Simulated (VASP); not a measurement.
# BaTiO3 (Amm2) in VASP: single point with r2SCAN+U

Aim: the single point of BaTiO3 with r2SCAN+U.

Program: VASP 6.6.1. These are calculated values, not measurements. Logs are shortened: lines on timing, memory, paths and dates and some standing lists are left out, and cuts for length are marked.

## (1) The cell of the first run

Symmetry: Amm2, No. 38, orthorhombic system. Conventional cell: a = 4.028 Å, b = 5.740 Å, c = 5.760 Å, α = 90.00°, β = 90.00°, γ = 90.00°. Ba (site symmetry mm2) has 12 O at 2.82 to 2.94 Å and 8 Ti at 3.43 to 3.60 Å within 3.7 Å. Ti (site symmetry mm2) has 6 O at 1.93 to 2.13 Å within 2.6 Å. Within 2.7 Å of O (site symmetry mm2) lie 2 Ti at 2.02 Å. Within 2.6 Å of O (site symmetry m) lie 2 Ti at 1.93 to 2.13 Å. Within 2.6 Å of O (site symmetry m) lie 2 Ti at 1.93 to 2.13 Å.

## (2) Single point, r2SCAN+U

The input, POSCAR:

```
BaTiO3
1.0
    4.0284437000      2.8697654700     -2.8799306400
    4.0284437000     -2.8697654700      2.8799306400
    0.0000000000     -2.8697654700     -2.8799306400
Ba Ti O
2 2 6
Direct
    0.0000000000      0.0000000000      0.0000000000
    0.5000000000      0.5000000000      0.0000000000
    0.9915000000      0.5085000000      0.4830000000
    0.4915000000      0.0085000000      0.4830000000
    0.7555000000      0.2445000000      0.5110000000
    0.2555000000      0.7445000000      0.5110000000
    0.7538350000      0.7461650000      0.4954700000
    0.2538350000      0.2461650000      0.4954700000
    0.9977350000      0.5022650000      0.0076700000
    0.4977350000      0.0022650000      0.0076700000
```

The input, INCAR.step1:

```
PREC = Accurate
ENCUT = 520
ISMEAR = -1
SIGMA = 0.1049
LREAL = F
LASPH = T
NELM = 150
LMAXMIX = 4
LDAU = T
LDAUTYPE = 2
LDAUL = -1 2 -1
LDAUU = 0 1.79 0
LDAUJ = 0 0 0
NBANDS = 51
GGA = PE
ALGO = Normal
EDIFF = 1E-4
LWAVE = T
LCHARG = F
```

The input, INCAR.step2:

```
PREC = Accurate
ENCUT = 520
EDIFF = 1E-6
ISMEAR = -1
SIGMA = 0.1049
LREAL = F
LASPH = T
NELM = 150
ALGO = Normal
ISIF = 2
LWAVE = F
LCHARG = T
LMAXMIX = 4
LDAU = T
LDAUTYPE = 2
LDAUL = -1 2 -1
LDAUU = 0 1.79 0
LDAUJ = 0 0 0
LDAUPRINT = 1
METAGGA = R2SCAN
LMIXTAU = T
LELF = T
LVHAR = T
NBANDS = 51
ISTART = 1
```

The input, KPOINTS:

```
Automatic mesh
0
Gamma
  5 5 6
```

Potentials or basis: VASP PAW PBE potentials, release 64 (Ba_sv, Ti_sv, O).

Run with:

```sh
> cat potpaw_PBE.64/Ba_sv/POTCAR potpaw_PBE.64/Ti_sv/POTCAR potpaw_PBE.64/O/POTCAR > POTCAR
> cp INCAR.step1 INCAR
> mpirun -np 1 vasp_std > vasp.out
> cp INCAR.step2 INCAR
> mpirun -np 1 vasp_std > vasp.out
```

OUTCAR:

```text
PREC = Accurate
   ENCUT = 520
   EDIFF = 1E-6
   ISMEAR = -1
   LREAL = F
   LASPH = T
   NELM = 150
   ISIF = 2
   METAGGA = R2SCAN
   ISTART = 1

 ion  position               nearest neighbor table
   1  0.000  0.000  0.000-   5 2.82   9 2.85  10 2.85   7 2.85   8 2.85   6 2.87   5 2.87   9 2.87
                            10 2.87   8 2.87   7 2.87   6 2.94   4 3.43   3 3.43   4 3.51   3 3.51
   2  0.500  0.500  0.000-   6 2.82   9 2.85  10 2.85   7 2.85   8 2.85   5 2.87   6 2.87  10 2.87
                             9 2.87   8 2.87   7 2.87   5 2.94   4 3.43   3 3.43   3 3.51   4 3.51
   3  0.992  0.508  0.483-   9 1.93   7 1.93   5 2.02   6 2.02   9 2.13   8 2.13   2 3.43   1 3.43
                             2 3.51   1 3.51   2 3.51   1 3.51   1 3.60   2 3.60
   4  0.492  0.008  0.483-  10 1.93   8 1.93   5 2.02   6 2.02  10 2.13   7 2.13   2 3.43   1 3.43
                             1 3.51   2 3.51   2 3.51   1 3.51   2 3.60   1 3.60
   5  0.755  0.245  0.511-   3 2.02   4 2.02   1 2.82   2 2.87   1 2.87   2 2.94
   6  0.255  0.745  0.511-   3 2.02   4 2.02   2 2.82   1 2.87   2 2.87   1 2.94
   7  0.754  0.746  0.495-   3 1.93   4 2.13   1 2.85   2 2.85   1 2.87   2 2.87
   8  0.254  0.246  0.495-   4 1.93   3 2.13   1 2.85   2 2.85   1 2.87   2 2.87
   9  0.998  0.502  0.008-   3 1.93   3 2.13   1 2.85   2 2.85   2 2.87   1 2.87
  10  0.498  0.002  0.008-   4 1.93   4 2.13   1 2.85   2 2.85   1 2.87   2 2.87

  LATTYP: Found a base centered monoclinic cell.
 ALAT       =     8.1313109260
 B/A-ratio  =     0.9908472906
 C/A-ratio  =     0.5000000000
 COS(beta)  =    -0.0035358871

  Lattice vectors:

 A1 = (   4.0284437000,  -2.8697654700,   2.8799306400)
 A2 = (  -4.0284437000,  -2.8697654700,   2.8799306400)
 A3 = (   0.0000000000,  -2.8697654700,  -2.8799306400)

Analysis of symmetry for initial positions (statically):
=====================================================================
 Subroutine PRICEL returns following result:

  LATTYP: Found a base centered orthorhombic cell.
 ALAT       =     5.7395309400
 B/A-ratio  =     1.0035421605
 C/A-ratio  =     0.7018768157

  Lattice vectors:

 A1 = (   0.0000000000,  -2.8697654700,   2.8799306400)
 A2 = (   0.0000000000,  -2.8697654700,  -2.8799306400)
[... 242 lines left out ...]
  o =  0.1078  v =  0.0072  0.0000  0.0000  1.0000  0.0000  0.0000  0.0000  0.0000  0.0000  0.0000      0.0000  0.0000  0.0000  0.0000  0.0000  0.0000  0.0000  0.0000  0.0000  0.0000
  o =  0.1078  v =  0.0000  0.0000  0.0000  0.0000  0.0000  0.0072  0.0000  0.0000  1.0000  0.0000      0.0000  0.0000  0.0000  0.0000  0.0000  0.0000  0.0000  0.0000  0.0000  0.0000
  o =  0.1081  v =  0.0000  0.0000  0.8783 -0.0000  0.4782  0.0000  0.0000  0.0000  0.0000  0.0000      0.0000  0.0000  0.0000  0.0000  0.0000  0.0000  0.0000  0.0000  0.0000  0.0000
  o =  0.1081  v =  0.0000  0.0000  0.0000  0.0000  0.0000  0.0000  0.0000  0.8783 -0.0000  0.4782      0.0000  0.0000  0.0000  0.0000  0.0000  0.0000  0.0000  0.0000  0.0000  0.0000
  o =  0.2331  v =  0.0000 -0.0093 -0.4782  0.0000  0.8782  0.0000  0.0000  0.0000  0.0000  0.0000      0.0000  0.0000  0.0000  0.0000  0.0000  0.0000  0.0000  0.0000  0.0000  0.0000
  o =  0.2331  v =  0.0000  0.0000  0.0000  0.0000  0.0000  0.0000 -0.0093 -0.4782  0.0000  0.8782      0.0000  0.0000  0.0000  0.0000  0.0000  0.0000  0.0000  0.0000  0.0000  0.0000
  o =  0.2374  v =  0.0000  0.0000  0.0000  0.0000  0.0000  0.0000  1.0000 -0.0045 -0.0000  0.0082      0.0000  0.0000  0.0000  0.0000  0.0000  0.0000  0.0000  0.0000  0.0000  0.0000
  o =  0.2374  v =  0.0000  1.0000 -0.0045 -0.0000  0.0082  0.0000  0.0000  0.0000  0.0000  0.0000      0.0000  0.0000  0.0000  0.0000  0.0000  0.0000  0.0000  0.0000  0.0000  0.0000

 number of electron      80.0000012 magnetization

 Free energy of the ion-electron system (eV)
  ---------------------------------------------------
  ext. energy  EPLUGINS =         0.00000000
  ---------------------------------------------------
  free energy    TOTEN  =      -146.07563485 eV

  energy without entropy =     -146.07562983  energy(sigma->0) =     -146.07563234

 E-fermi :   4.5787     XC(G=0): -11.7022

 val. band max:        3.3036241509   @ k =   0.0000   0.0000   0.5000
 cond. band min:       5.7301845722   @ k =   0.0000   0.0000   0.0000
 fundamental gap:      2.4265604212
 Fermi energy:         4.5786501256

 k-point     1 :       0.0000    0.0000    0.0000
  band No.  band energies     occupation
      1     -56.1119      2.00000
      2     -56.1101      2.00000
      3     -31.2881      2.00000
      4     -31.2713      2.00000
      5     -31.2479      2.00000
      6     -31.2461      2.00000
[... 1285 lines left out ...]
     50       9.8009      0.00000
     51      10.0962      0.00000

 [... further k-points ...]

------------------------ aborting loop because EDIFF is reached ----------------------------------------

  FORCE on cell =-STRESS in cart. coord.  units (eV):
  Direction    XX          YY          ZZ          XY          YZ          ZX
  --------------------------------------------------------------------------------------
  -------------------------------------------------------------------------------------
  Total       -2.5759390     -2.3656766     -2.8186334      0.0000000      0.0039366      0.0000000
  in kB      -30.9899185    -28.4603495    -33.9096618      0.0000000      0.0473599      0.0000000
  external PRESSURE =     -31.1199766 kB  Pullay stress =       0.0000000 kB

 VOLUME and BASIS-vectors are now :
 -----------------------------------------------------------------------------
  energy-cutoff  :      520.00
  volume of cell :      133.18
      direct lattice vectors                 reciprocal lattice vectors
     4.028443700  2.869765470 -2.879930640     0.124117410  0.087115133 -0.086807646
     4.028443700 -2.869765470  2.879930640     0.124117410 -0.087115133  0.086807646
     0.000000000 -2.869765470 -2.879930640     0.000000000 -0.174230266 -0.173615292

 POSITION                                       TOTAL-FORCE (eV/Angst)
 -----------------------------------------------------------------------------------
      0.00000      0.00000      0.00000         0.000000      0.000536      0.267076
      4.02844      0.00000      0.00000         0.000000      0.000536      0.267076
      6.04267      0.00000     -2.78201         0.000000     -0.001443     -0.096325
      2.01422      0.00000     -2.78201         0.000000     -0.001443     -0.096325
      4.02844     -0.00000     -2.94329         0.000000      0.000530      0.287220
      4.02844     -2.86977     -0.06336         0.000000      0.000530      0.287220
      6.04267     -1.39987     -1.44901         0.000000      0.056562     -0.227744
      2.01422     -1.39987     -1.44901         0.000000      0.056562     -0.227744
      6.04267      1.39987     -1.44901         0.000000     -0.056185     -0.230228
      2.01422      1.39987     -1.44901         0.000000     -0.056185     -0.230228
 -----------------------------------------------------------------------------------
    total drift:                                0.000000     -0.003602     -0.000619

  FREE ENERGIE OF THE ION-ELECTRON SYSTEM (eV)
  ---------------------------------------------------
  free  energy   TOTEN  =      -146.0756348469 eV

  energy  without entropy=     -146.0756298288  energy(sigma->0) =     -146.07563234
```

OUTCAR.step1:

```text
PREC = Accurate
   ENCUT = 520
   ISMEAR = -1
   LREAL = F
   LASPH = T
[... 1572 lines left out ...]
      6.04267     -1.39987     -1.44901         0.000000      0.037122     -0.218708
      2.01422     -1.39987     -1.44901         0.000000      0.037122     -0.218708
      6.04267      1.39987     -1.44901         0.000000     -0.036053     -0.219491
      2.01422      1.39987     -1.44901         0.000000     -0.036053     -0.219491
 -----------------------------------------------------------------------------------
    total drift:                                0.000000      0.000576     -0.009621

  FREE ENERGIE OF THE ION-ELECTRON SYSTEM (eV)
  ---------------------------------------------------
  free  energy   TOTEN  =       -77.5509761780 eV

  energy  without entropy=      -77.5509471750  energy(sigma->0) =      -77.55096168
```

It took 32 min on 1 thread of Oxide Virtual Turin-like, shared host; peak memory 0.42 GiB.

What came out:

- Free energy: -146.0756 eV
- Pressure: -3.1 GPa
- Largest force: 0.287 eV/Å
- Band gap on the k mesh: 2.43 eV

Forces on the atoms (eV/Å):
```
Ba   0.000  0.001  0.267
Ba   0.000  0.001  0.267
Ti   0.000 -0.001 -0.096
Ti   0.000 -0.001 -0.096
O    0.000  0.001  0.287
O    0.000  0.001  0.287
O    0.000  0.057 -0.228
O    0.000  0.057 -0.228
O    0.000 -0.056 -0.230
O    0.000 -0.056 -0.230
```

Levels at points of the mesh, in eV from the valence-band top:
```tsv
k point	band 37	band 38	band 39	band 40	band 41	band 42	band 43	band 44
(0.00, 0.00, 0.00)	-0.41	-0.34	-0.30	-0.08	2.43	2.51	2.62	3.98
(0.00, 0.00, 0.50)	-0.81	-0.07	-0.01	0.00	2.66	3.96	3.98	4.16
```

Eigenvalues of the final occupation matrices:
```tsv
site	spin	trace	eigenvalues
site 3 d	1	0.79	0.11 0.11 0.11 0.23 0.24
site 3 d	2	0.79	0.11 0.11 0.11 0.23 0.24
site 4 d	1	0.79	0.11 0.11 0.11 0.23 0.24
site 4 d	2	0.79	0.11 0.11 0.11 0.23 0.24
```

Caveat: the cell stands under tension; the PAW data sets were made with another functional, which shifts forces and pressure a little; spin-orbit coupling is left out, which moves the levels of the heavy elements; an odd mesh through Γ misses points on the zone boundary, where band edges can lie.
